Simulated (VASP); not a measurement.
Input of a VASP 6.6.1 run:

INCAR

```
SYSTEM = MgO
ALGO = Normal
EDIFF = 1E-6
ENCUT = 840
GGA = PE
GGA_COMPAT = .False.
ISIF = 2
ISMEAR = 0
IVDW = 12
LASPH = .True.
LCHARG = .False.
LREAL = .False.
LWAVE = .False.
NBANDS = 15
NELM = 120
PREC = Accurate
SIGMA = 0.1
```

The input KPOINTS:

```
k-points
0
Gamma
  6 6 6
  0 0 0
```

POSCAR

```
MgO
1.0
    2.9380209034      0.0000000000      0.0000000000
   -1.4690104517      2.5444007392      0.0000000000
    0.0000000000      0.0000000000      2.6796800000
Mg O
1 1
Direct
    0.0000000000      0.0000000000      0.0000000000
    0.3333333333      0.6666666667      0.5000000000
```

Potentials or basis: VASP PAW PBE potentials, release 64 (Mg_sv, O).

The run is started by

```console
$ cat potpaw_PBE.64/Mg_sv/POTCAR potpaw_PBE.64/O/POTCAR > POTCAR
$ mpirun -np 1 vasp_std > vasp.out
```

Problem. Predict the dispersion energy per atom.

Solution. -0.274 eV.

Problem. Predict the pressure.

Solution. -4.5 GPa.

Problem. What does it give for the band gap on the k mesh?

Solution. 3.01 eV (least direct gap 3.41 eV).

Stress tensor (GPa, compression positive):
```
-4.52  0.00  0.00
 0.00 -4.52  0.00
 0.00  0.00 -4.32
```

Caveat: three body term missing; the cell stands under tension. A k mesh can miss the band edges.
